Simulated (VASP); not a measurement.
**CO2: single point with LDA**

System: CO2.

```
C O
1.0
     8.08248    0.00000    0.00000
     0.00000    8.08248    0.00000
     0.00000    0.00000    8.08248
C O
8 16
Direct
  0.85480 0.75008 0.68933
  0.31912 0.99891 0.21970
  0.71285 0.03401 0.94895
  0.69811 0.32813 0.59102
  0.87167 0.08313 0.33639
  0.17135 0.63111 0.41034
  0.58030 0.39504 0.15676
  0.16387 0.18023 0.66148
  0.94952 0.81465 0.78436
  0.76290 0.67159 0.60405
  0.32455 0.02999 0.36474
  0.31020 0.99512 0.07612
  0.69430 0.98197 0.08496
  0.71828 0.09078 0.81610
  0.83366 0.30253 0.56208
  0.55514 0.35790 0.60752
  0.97722 0.11720 0.24923
  0.77545 0.04664 0.43430
  0.09976 0.60598 0.52901
  0.23497 0.66421 0.28856
  0.48467 0.35758 0.05357
  0.66921 0.42309 0.26335
  0.10865 0.07494 0.73449
  0.20872 0.27827 0.56448
```

| Item | Value |
| --- | --- |
| Program | VASP 6.6.1 |
| Task | single point |
| Functional | LDA |
| Potentials or basis | VASP PAW LDA potentials, release 64 (C, O) |
| Cutoff | 520 eV |
| k mesh | 1 × 1 × 1 |
| Occupations | fermi-dirac, width 0.05 eV |
| Spin | no spin polarisation |

```yaml
Pressure: 1.2 GPa
Largest_force: 5.208 eV/Å
```

Forces on the atoms (eV/Å):
```
C    0.636 -0.675  0.909
C   -0.136  1.761  2.654
C   -0.793 -0.149  1.101
C   -4.729  1.292  0.198
C   -0.439 -0.509  0.973
C   -0.184  0.210 -0.097
C   -2.429 -1.097 -2.038
C    1.318  3.229 -3.868
O   -2.373 -1.319 -2.123
O    1.444  1.714  1.296
O    0.034 -1.216 -2.365
O    0.116 -0.636 -0.349
O    0.434  0.413 -1.432
O    0.239 -0.253  0.329
O    3.196  0.097  0.101
O    1.743 -0.482  0.163
O    2.322  0.937 -2.305
O   -1.929 -1.286  0.946
O   -1.466 -0.722  2.849
O    1.747  0.547 -2.752
O    0.593  0.299  0.262
O    1.838  0.705  1.787
O   -1.480 -3.202  3.173
O    0.298  0.340  0.585
```

Stress tensor (GPa, compression positive):
```
 1.33  0.66 -2.74
 0.66  0.93 -1.45
-2.74 -1.45  1.20
```

Levels at points of the mesh, in eV from the Fermi level:
| k point | band 61 | band 62 | band 63 | band 64 | band 65 | band 66 | band 67 | band 68 |
| --- | --- | --- | --- | --- | --- | --- | --- | --- |
| (0.00, 0.00, 0.00) | -1.63 | -1.47 | -1.39 | -1.30 | 4.47 | 5.57 | 5.71 | 5.79 |

Wall time 66 s on 1 thread of Intel(R) Xeon(R) Platinum 8259CL CPU @ 2.50GHz (Skylake/Cascade Lake), with other jobs on the host, peak memory 0.35 GiB.

Caveat: the k points lie up to 0.78 Å⁻¹ apart; the atoms stand as in a frame of molecular dynamics.
